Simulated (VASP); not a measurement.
Wanted: the native input for a VASP 6.6.1 run.

```
Task                   : single point
Functional             : PBEsol
Potentials or basis    : VASP PAW PBE potentials, release 64 (Zn, Bi_d)
Cutoff                 : 520 eV
k mesh                 : 8 × 8 × 8
Occupations            : gaussian, width 0.1 eV
Spin                   : no spin polarisation
Dipole correction      : no
Further INCAR settings : ALGO = Normal; EDIFF = 1e-07; NBANDS = 36
```

The structure of ZnBi3 lies in POSCAR:

```
ZnBi3
1.0
    4.8731640000      0.0000000000      0.0000000000
    0.0000000000      4.8731640000      0.0000000000
    0.0000000000      0.0000000000      4.8731640000
Zn Bi
1 3
Direct
    0.0000000000      0.0000000000      0.0000000000
    0.0000000000      0.5000000000      0.5000000000
    0.5000000000      0.0000000000      0.5000000000
    0.4990150137      0.5134758444     -0.0441499609
```

This cell differs from its parent crystal: one atom moved.

One way to write it, as run:

INCAR

```
SYSTEM = ZnBi3
PREC = Accurate
ENCUT = 520
EDIFF = 1E-7
ISMEAR = 0
SIGMA = 0.1
LREAL = .FALSE.
LASPH = .TRUE.
NELM = 100
ALGO = Normal
ISIF = 2
LWAVE = .FALSE.
LCHARG = .FALSE.
GGA = PS
NBANDS = 36
```

KPOINTS

```
regular mesh
0
G
  8 8 8
  0 0 0
```

Potentials or basis: VASP PAW PBE potentials, release 64 (Zn, Bi_d).

Launch:

```console
$ cat potpaw_PBE.64/Zn/POTCAR potpaw_PBE.64/Bi_d/POTCAR > POTCAR
$ mpirun -np 1 vasp_std > vasp.out
```

Results of the run:

```
Pressure      : -2.1 GPa
Largest force : 0.350 eV/Å
```

Caveat: the cell differs from its parent crystal (one atom moved); the PAW data sets were made with another functional, which shifts forces and pressure a little.

Wall time 15 min on 1 thread of AMD EPYC 7R43 64-Core Processor (Zen 3) (shared host), peak memory 0.83 GiB.
